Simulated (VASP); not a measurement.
A run of VASP 6.6.1 is set up as follows.

The input INCAR:

```
PREC     = Accurate       # precision mode
ENCUT    = 500            # plane-wave cutoff, eV
EDIFF    = 1E-6           # SCF threshold, eV
ISMEAR   = -1             # smearing method
SIGMA    = 0.2585199978643553 # smearing width, eV
LREAL    = F              # projectors in reciprocal space
LASPH    = T              # aspherical terms in the spheres
NELM     = 120            # most SCF steps
ALGO     = Normal         # electronic algorithm
ISIF     = 2              # what is computed and relaxed
LWAVE    = F              # write WAVECAR
LCHARG   = F              # write CHGCAR
NBANDS   = 18             # bands
GGA_COMPAT= F
```

The input KPOINTS:

```
regular mesh
0
Gamma
  2 2 1
```

The input POSCAR:

```
Au
1.0
    1.4113099650     -2.5559330250      0.0000000000
    1.4113099650      2.5559330250      0.0000000000
    0.0000000000      0.0000000000      4.8931696100
Au
2
Direct
    0.6653279700      0.3346720300      0.2500000000
    0.3346720300      0.6653279700      0.7500000000
```

Potentials or basis: VASP PAW LDA potentials, release 64 (Au).

Command:

```bash
$ cat potpaw_LDA.64/Au/POTCAR > POTCAR
$ mpirun -np 1 vasp_std > vasp.out
```

(1) Estimate the largest force.

(2) What does it give for the pressure?

Results:

(1) 0.118 eV/Å.

(2) 8.2 GPa.

Caveat: the k points lie up to 1.28 Å⁻¹ apart.
